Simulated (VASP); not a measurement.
The system is MnO.

```
CELL_PARAMETERS angstrom
0.00000 2.24000 2.24000
2.24000 0.00000 2.24000
2.24000 2.24000 0.00000
ATOMIC_POSITIONS crystal
Mn 0.00000 0.00000 0.00000
O 0.50000 0.50000 0.50000
```

Base run:

| Item | Value |
| --- | --- |
| Program | VASP 6.6.1 |
| Functional | PBE |
| Potentials or basis | VASP PAW PBE potentials, release 64 (Mn_sv, O) |
| Cutoff | 600 eV |
| k mesh | 9 × 9 × 9 |
| Occupations | fermi-dirac, width 0.02 eV |
| Spin | collinear spin, ferromagnetic start |
| Starting moments | [5.0, 0.0] μB |
| Fixed moment | 5 μB |
| Hubbard terms | Mn d U = 2.8 eV |

Its results: pressure 0.8 GPa; site moments Mn +4.44; O +0.18 μB.

Q: The run is repeated on the same cell with these changes: potentials or basis from VASP PAW PBE potentials, release 64 (Mn_sv, O) to VASP PAW PBE potentials, release 64 (Mn_pv, O); cutoff from 600 eV to 520 eV; further incar settings from ALGO = Normal; EDIFF = 1e-06; NBANDS = 22 to ALGO = Normal; EDIFF = 1e-07; NBANDS = 20; valence electrons from 21 to 19. What comes out?

A: Pressure 3.1 GPa; site moments Mn +4.59; O +0.17 μB.

Caveats: the total moment is fixed, so each spin has its own Fermi level; a cell with one magnetic atom can't hold antiferromagnetic order, which such compounds often take.
